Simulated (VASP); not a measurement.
Runs of VASP 6.6.1 on Au. The structure is that of space group Fm-3m (No. 225), or close to it. The cells are those of the table. 

| cell | further INCAR settings | gap on the mesh (eV) | pressure (GPa) |
| --- | --- | --- | --- |
| a = 2.917, b = 2.917, c = 4.125 Å, 2 atoms | ALGO = Fast; EDIFF = 1e-06; NBANDS = 18 | none | -5.1 |
| a = 2.830, b = 2.830, c = 4.002 Å, 2 atoms | ALGO = Fast; EDIFF = 1e-06; NBANDS = 18 | none | 12.2 |
| a = 2.859, b = 2.859, c = 4.043 Å, 2 atoms | ALGO = Fast; EDIFF = 1e-06; NBANDS = 18 | none | (b) |
| a = 2.974, b = 2.974, c = 4.206 Å, 2 atoms | ALGO = Fast; EDIFF = 1e-06; NBANDS = 18 | none | (a) |
| a = 2.888, b = 2.888, c = 4.084 Å, 2 atoms | ALGO = Fast; EDIFF = 1e-06; NBANDS = 18 | none | -0.4 |
| a = 2.801, b = 2.801, c = 3.961 Å, 2 atoms | ALGO = Fast; EDIFF = 1e-07; NBANDS = 18 | none | 20.2 |
| a = 2.945, b = 2.945, c = 4.165 Å, 2 atoms | ALGO = Fast; EDIFF = 1e-06; NBANDS = 18 | none | -9.0 |

Alike in all rows: task single point; level PBEsol; potentials or basis VASP PAW PBE potentials, release 64 (Au); no spin polarisation; k mesh 18 × 18 × 14; cutoff (eV) 520; smearing gaussian 0.1 eV.

**Question.** Estimate the missing entries.

**Answer.** (a) -12.2; (b) 5.3.

Caveats: the PAW data sets were made with another functional, which shifts forces and pressure a little; spin-orbit coupling is left out, which moves the levels of the heavy elements; the cell stands under tension (at least some runs); the cell stands under pressure (at least some runs).

A k mesh can miss the band edges, and the runs leave out spin-orbit coupling on Au.

A gap of «none» marks levels without a gap at the run's occupations.
